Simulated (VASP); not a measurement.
# Al4Cl (P-43m) in VASP: notebook

Al4Cl is run at these levels: PBE; tasks: single point.

Program: VASP 6.6.1. These are calculated values, not measurements. Logs are shortened: lines on timing, memory, paths and dates and some standing lists are left out, and cuts for length are marked.

## Step 1: The cell of the first run

The structure is cubic, space group P-43m (No. 215). The conventional cell has a = 4.484 Å, b = 4.484 Å, c = 4.484 Å, α = 90.00°, β = 90.00°, γ = 90.00°. Within 2.8 Å of Al (site symmetry 3m) lie 1 Cl at 2.09 Å. Within 2.8 Å of Cl (site symmetry -43m) lie 4 Al at 2.09 Å.

The cell was generated, and may not be a known phase.

## Step 2: Single point, PBE

INCAR reads:

```
PREC     = Accurate       # precision mode
ENCUT    = 520            # plane-wave cutoff, eV
EDIFF    = 1E-6           # SCF threshold, eV
ISMEAR   = 0              # smearing method
SIGMA    = 0.1            # smearing width, eV
LREAL    = F              # projectors in reciprocal space
LASPH    = T              # aspherical terms in the spheres
NELM     = 60             # most SCF steps
ALGO     = Normal         # electronic algorithm
ISIF     = 2              # what is computed and relaxed
LWAVE    = F              # write WAVECAR
LCHARG   = F              # write CHGCAR
GGA      = PE             # functional
NBANDS   = 18             # bands
```

KPOINTS reads:

```
regular mesh
0
Gamma
  4 4 4
```

POSCAR reads:

```
Al4Cl
1.0
    4.4841454000      0.0000000000      0.0000000000
    0.0000000000      4.4841454000      0.0000000000
    0.0000000000      0.0000000000      4.4841454000
Al Cl
4 1
Direct
    0.2684926500      0.2684926500      0.2684926500
    0.7315073500      0.7315073500      0.2684926500
    0.7315073500      0.2684926500      0.7315073500
    0.2684926500      0.7315073500      0.7315073500
    0.0000000000      0.0000000000      0.0000000000
```

Potentials or basis: VASP PAW PBE potentials, release 64 (Al, Cl).

Command:

```console
cat potpaw_PBE.64/Al/POTCAR potpaw_PBE.64/Cl/POTCAR > POTCAR
mpirun -np 1 vasp_std > vasp.out
```

OUTCAR:

```text
PREC = Accurate
   ENCUT = 520
   EDIFF = 1E-6
   ISMEAR = 0
   LREAL = F
   LASPH = T
   NELM = 60
   ISIF = 2
   GGA = PE

 ion  position               nearest neighbor table
   1  0.268  0.268  0.268-   5 2.09   3 2.94   4 2.94   2 2.94   3 3.18   4 3.18   2 3.18   4 3.18
                             2 3.18   3 3.18
   2  0.732  0.732  0.268-   5 2.09   3 2.94   4 2.94   1 2.94   1 3.18   4 3.18   1 3.18   3 3.18
                             3 3.18   4 3.18
   3  0.732  0.268  0.732-   5 2.09   2 2.94   4 2.94   1 2.94   1 3.18   4 3.18   1 3.18   2 3.18
                             2 3.18   4 3.18
   4  0.268  0.732  0.732-   5 2.09   2 2.94   3 2.94   1 2.94   1 3.18   3 3.18   1 3.18   2 3.18
                             2 3.18   3 3.18
   5  0.000  0.000  0.000-   1 2.09   2 2.09   3 2.09   4 2.09

  LATTYP: Found a simple cubic cell.
 ALAT       =     4.4841454000

  Lattice vectors:

 A1 = (   4.4841454000,   0.0000000000,   0.0000000000)
 A2 = (   0.0000000000,   4.4841454000,   0.0000000000)
 A3 = (   0.0000000000,   0.0000000000,   4.4841454000)

Analysis of symmetry for initial positions (statically):
=====================================================================
 Subroutine PRICEL returns:
 Original cell was already a primitive cell.

 Routine SETGRP: Setting up the symmetry group for a
 simple cubic supercell.

 Subroutine GETGRP returns: Found 24 space group operations
 (whereof 24 operations were pure point group operations)
 out of a pool of 48 trial point group operations.

The static configuration has the point symmetry T_d .

Analysis of symmetry for dynamics (positions and initial velocities):
=====================================================================
 Subroutine PRICEL returns:
 Original cell was already a primitive cell.

 Routine SETGRP: Setting up the symmetry group for a
 simple cubic supercell.

 Subroutine GETGRP returns: Found 24 space group operations
 (whereof 24 operations were pure point group operations)
 out of a pool of 48 trial point group operations.

The dynamic configuration has the point symmetry T_d .

 Subroutine INISYM returns: Found 24 space group operations
 (whereof 24 operations are pure point group operations),
 and found     1 'primitive' translations

----------------------------------------------------------------------------------------

                                     Primitive cell

  volume of cell :      90.1652

  direct lattice vectors                    reciprocal lattice vectors
     4.484145400  0.000000000  0.000000000     0.223007934  0.000000000  0.000000000
     0.000000000  4.484145400  0.000000000     0.000000000  0.223007934  0.000000000
     0.000000000  0.000000000  4.484145400     0.000000000  0.000000000  0.223007934

  length of vectors
     4.484145400  4.484145400  4.484145400     0.223007934  0.223007934  0.223007934

  position of ions in fractional coordinates (direct lattice)
     0.268492650  0.268492650  0.268492650
     0.731507350  0.731507350  0.268492650
     0.731507350  0.268492650  0.731507350
     0.268492650  0.731507350  0.731507350
     0.000000000  0.000000000  0.000000000

  ion indices of the primitive-cell ions
   primitive index   ion index
                 1           1
                 2           2
                 3           3
                 4           4
                 5           5

----------------------------------------------------------------------------------------

 KPOINTS: regular mesh

Automatic generation of k-mesh.
 Grid dimensions read from file:
 generate k-points for:    4    4    4

 Generating k-lattice:

  Cartesian coordinates                     Fractional coordinates (reciprocal lattice)
     0.055751983  0.000000000  0.000000000     0.250000000  0.000000000  0.000000000
     0.000000000  0.055751983  0.000000000     0.000000000  0.250000000  0.000000000
     0.000000000  0.000000000  0.055751983     0.000000000  0.000000000  0.250000000

  Length of vectors
     0.055751983  0.055751983  0.055751983

  Shift w.r.t. Gamma in fractional coordinates (k-lattice)
     0.000000000  0.000000000  0.000000000

 Subroutine IBZKPT returns following result:
 ===========================================

 Found     10 irreducible k-points:

 Following reciprocal coordinates:
            Coordinates               Weight
  0.000000  0.000000  0.000000      1.000000
  0.250000  0.000000  0.000000      6.000000
  0.500000  0.000000  0.000000      3.000000
  0.250000  0.250000  0.000000     12.000000
  0.500000  0.250000  0.000000     12.000000
  0.500000  0.500000  0.000000      3.000000
  0.250000  0.250000  0.250000      8.000000
  0.500000  0.250000  0.250000     12.000000
  0.500000  0.500000  0.250000      6.000000
  0.500000  0.500000  0.500000      1.000000
   k-points           NKPTS =     10   k-points in BZ     NKDIM =     10   number of bands    NBANDS=     18
   number of dos      NEDOS =    301   number of ions     NIONS =      5
   total plane-waves  NPLWV =  46656
   dimension x,y,z NGX =    36 NGY =   36 NGZ =   36
   dimension x,y,z NGXF=    72 NGYF=   72 NGZF=   72
   ions per type =               4   1
   NGX,Y,Z   is equivalent  to a cutoff of  13.35, 13.35, 13.35 a.u.
   NGXF,Y,Z  is equivalent  to a cutoff of  26.69, 26.69, 26.69 a.u.
 SYSTEM =  unknown system
   PREC   = accura    normal or accurate (medium, high low for compatibility)
   ISTART =      0    job   : 0-new  1-cont  2-samecut
   ICHARG =      2    charge: 1-file 2-atom 10-const
   ISPIN  =      1    spin polarized calculation?
   LNONCOLLINEAR =      F non collinear calculations
   LSORBIT =      F    spin-orbit coupling
   LASPH  =      T    aspherical Exc in radial PAW
   ENCUT  =  520.0 eV  38.22 Ry    6.18 a.u.   8.34  8.34  8.34*2*pi/ulx,y,z
   NELM   =     60;   NELMIN=  2; NELMDL= -5     # of ELM steps
   EDIFF  = 0.1E-05   stopping-criterion for ELM
   LREAL  =      F    real-space projection
   EDIFFG = 0.1E-04   stopping-criterion for IOM
   NSW    =      0    number of steps for IOM
   IBRION =     -1    ionic relax: 0-MD 1-quasi-New 2-CG
   NFREE  =      0    steps in history (QN), initial steepest desc. (CG)
   ISIF   =      2    stress and relaxation
   ISYM   =      2    0-nonsym 1-usesym 2-fastsym
   POTIM  = 0.5000    time-step for ionic-motion
   TEBEG  =    0.0;   TEEND  =   0.0 temperature during run
   PSTRESS=    0.0 pullay stress
   NELECT =      19.0000    total number of electrons
   NUPDOWN=      -1.0000    fix difference up-down
   EMIN   =  10.00;   EMAX   =-10.00  energy-range for DOS
   EFERMI =   0.00;   METHOD = LEGACY
   ISMEAR =     0;   SIGMA  =   0.10  broadening in eV -4-tet -1-fermi 0-gaus
   EFERMI_NEDOS =   21; number of points for ismear=-14 and -15
   IALGO  =     38    algorithm
   IMIX   =      4    mixing-type and parameters
     AMIX     =   0.40;   BMIX     =  1.00
     AMIX_MAG =   1.60;   BMIX_MAG =  1.00
  volume/ion in A,a.u.               =      18.03       121.69
  Fermi-wavevector in a.u.,A,eV,Ry     =   0.974196  1.840964 12.912716  0.949058
  Thomas-Fermi vector in A             =   2.104636
   LORBIT       =      0    0 simple, 1 ext, 2 COOP (PROOUT), +10 PAW based schemes
   GGA     = PE    functional components
   LHFCALC =     F    Hartree Fock is set to
   AEXX    =    0.0000 exact exchange contribution
   IVDW    =     0    specifies the selected vdW correction
   LEPSILON=     F    determine dielectric tensor
   LRPA    =     F    only Hartree local field effects (RPA)
 non-spin polarized calculation
 Gauss-broadening in eV      SIGMA  =   0.10
  energy-cutoff  :      520.00
  volume of cell :       90.17
 maximum number of plane-waves:      2469
 NGX is ok and might be reduce to    36
   NGX = 17   NGY = 17   NGZ = 17

 number of electron      18.9999997 magnetization

 Free energy of the ion-electron system (eV)
  ---------------------------------------------------
  ext. energy  EPLUGINS =         0.00000000
  ---------------------------------------------------
  free energy    TOTEN  =       -12.83568811 eV

  energy without entropy =      -12.82148318  energy(sigma->0) =      -12.82858564

 E-fermi :   7.1082     XC(G=0):  -9.8916

 val. band max:        7.0204753940   @ k =   0.0000   0.0000   0.0000
 cond. band min:       7.1142351448   @ k =   0.2500   0.2500   0.0000
 fundamental gap:      0.0937597508
 Fermi energy:         7.1082306990

 k-point     1 :       0.0000    0.0000    0.0000
  band No.  band energies     occupation
      1     -13.3550      2.00000
      2      -2.1259      2.00000
      3      -2.1259      2.00000
      4      -2.1259      2.00000
      5      -0.9729      2.00000
      6       4.3118      2.00000
[... 10 lines left out ...]
     17      11.1638      0.00000
     18      11.2066      0.00000

 k-point     2 :       0.2500    0.0000    0.0000
  band No.  band energies     occupation
      1     -13.3285      2.00000
      2      -2.8241      2.00000
      3      -2.0763      2.00000
      4      -2.0763      2.00000
      5      -0.0642      2.00000
      6       3.4258      2.00000
[... 10 lines left out ...]
     17      12.6932      0.00000
     18      12.6932      0.00000

 k-point     3 :       0.5000    0.0000    0.0000
  band No.  band energies     occupation
      1     -13.3015      2.00000
      2      -3.2564      2.00000
      3      -2.0250      2.00000
      4      -2.0250      2.00000
      5       1.3468      2.00000
      6       1.6460      2.00000
[... 10 lines left out ...]
     17      11.6269      0.00000
     18      11.6269      0.00000

 k-point     4 :       0.2500    0.2500    0.0000
  band No.  band energies     occupation
      1     -13.3035      2.00000
      2      -2.7936      2.00000
      3      -2.5262      2.00000
      4      -2.0334      2.00000
      5       0.5185      2.00000
      6       3.4809      2.00000
[... 10 lines left out ...]
     17      12.5074      0.00000
     18      12.9735      0.00000

 k-point     5 :       0.5000    0.2500    0.0000
  band No.  band energies     occupation
      1     -13.2781      2.00000
      2      -3.0802      2.00000
      3      -2.4985      2.00000
      4      -1.9904      2.00000
      5       1.1672      2.00000
      6       2.4810      2.00000
[... 10 lines left out ...]
     17      13.4453      0.00000
     18      13.6251      0.00000

 k-point     6 :       0.5000    0.5000    0.0000
  band No.  band energies     occupation
      1     -13.2543      2.00000
      2      -2.8715      2.00000
      3      -2.8715      2.00000
      4      -1.9587      2.00000
      5       0.8842      2.00000
      6       3.8223      2.00000
[... 10 lines left out ...]
     17      13.3466      0.00000
     18      14.2163      0.00000

 k-point     7 :       0.2500    0.2500    0.2500
  band No.  band energies     occupation
      1     -13.2798      2.00000
      2      -2.7290      2.00000
      3      -2.4422      2.00000
      4      -2.4422      2.00000
      5       0.8774      2.00000
      6       3.9070      2.00000
[... 10 lines left out ...]
     17      12.3756      0.00000
     18      13.5648      0.00000

 k-point     8 :       0.5000    0.2500    0.2500
  band No.  band energies     occupation
      1     -13.2557      2.00000
      2      -2.9317      2.00000
      3      -2.4736      2.00000
      4      -2.3528      2.00000
      5       1.2733      2.00000
      6       2.9714      2.00000
[... 10 lines left out ...]
     17      12.2607      0.00000
     18      14.3786      0.00000

 k-point     9 :       0.5000    0.5000    0.2500
  band No.  band energies     occupation
      1     -13.2331      2.00000
      2      -2.7620      2.00000
      3      -2.7620      2.00000
      4      -2.3272      2.00000
      5       1.3170      2.00000
      6       3.3106      2.00000
[... 10 lines left out ...]
     17      13.6605      0.00000
     18      14.2348      0.00000

 k-point    10 :       0.5000    0.5000    0.5000
  band No.  band energies     occupation
      1     -13.2115      2.00000
      2      -2.6425      2.00000
      3      -2.6425      2.00000
      4      -2.6425      2.00000
      5       2.4678      2.00000
      6       2.8348      2.00000
[... 10 lines left out ...]
     17      13.0577      0.00000
     18      15.3077      0.00000

------------------------ aborting loop because EDIFF is reached ----------------------------------------

  FORCE on cell =-STRESS in cart. coord.  units (eV):
  Direction    XX          YY          ZZ          XY          YZ          ZX
  --------------------------------------------------------------------------------------
  -------------------------------------------------------------------------------------
  Total        7.4341030      7.4341030      7.4341030      0.0000000      0.0000000     -0.0000000
  in kB      132.0991722    132.0991722    132.0991722      0.0000000      0.0000000     -0.0000000
  external PRESSURE =     132.0991722 kB  Pullay stress =       0.0000000 kB

 VOLUME and BASIS-vectors are now :
 -----------------------------------------------------------------------------
  energy-cutoff  :      520.00
  volume of cell :       90.17
      direct lattice vectors                 reciprocal lattice vectors
     4.484145400  0.000000000  0.000000000     0.223007934  0.000000000  0.000000000
     0.000000000  4.484145400  0.000000000     0.000000000  0.223007934  0.000000000
     0.000000000  0.000000000  4.484145400     0.000000000  0.000000000  0.223007934

 POSITION                                       TOTAL-FORCE (eV/Angst)
 -----------------------------------------------------------------------------------
      1.20396      1.20396      1.20396         2.136360      2.136360      2.136360
      3.28019      3.28019      1.20396        -2.136360     -2.136360      2.136360
      3.28019      1.20396      3.28019        -2.136360      2.136360     -2.136360
      1.20396      3.28019      3.28019         2.136360     -2.136360     -2.136360
      0.00000      0.00000      0.00000         0.000000      0.000000      0.000000
 -----------------------------------------------------------------------------------
    total drift:                                0.000000      0.000000      0.000000

  FREE ENERGIE OF THE ION-ELECTRON SYSTEM (eV)
  ---------------------------------------------------
  free  energy   TOTEN  =       -12.8356881135 eV

  energy  without entropy=      -12.8214831761  energy(sigma->0) =      -12.82858564
```

Wall time 16 s (1 thread of Intel Xeon Platinum 8259CL at 2.50GHz (Skylake/Cascade Lake), shared host); peak memory 0.2 GiB.

Results:

| Property | Result |
| --- | --- |
| Free energy | -12.8357 eV |
| Pressure | 13.2 GPa |
| Largest force | 3.700 eV/Å |
| Band gap on the k mesh | zero (an odd number of electrons rules out a gap without spin polarisation) |

Forces in eV/Å, atoms in the order of the input:
```
Al   2.136  2.136  2.136
Al  -2.136 -2.136  2.136
Al  -2.136  2.136 -2.136
Al   2.136 -2.136 -2.136
Cl   0.000  0.000  0.000
```

Levels at points of the mesh, in eV from the Fermi level:
```
           k point  band 6  band 7  band 8  band 9  band 10  band 11  band 12  band 13
(0.00, 0.00, 0.00)   -2.80   -2.80   -0.09   -0.09    -0.09     0.49     3.68     3.68
(0.50, 0.00, 0.00)   -5.46   -1.31   -0.82   -0.72    -0.72     1.04     2.77     2.77
(0.50, 0.50, 0.00)   -3.29   -3.29   -2.61    0.23     0.63     0.63     1.33     2.76
(0.50, 0.50, 0.50)   -4.27   -4.27   -4.27    0.05     0.05     0.05     4.59     5.33
```

Caveat: the cell stands under pressure; an odd number of electrons without spin polarisation forces a metal; a magnetic or distorted state may lie lower.

(Continued in part 2 of 2.)

The gap in the log of VASP goes by the Fermi energy; the results here count the filled bands.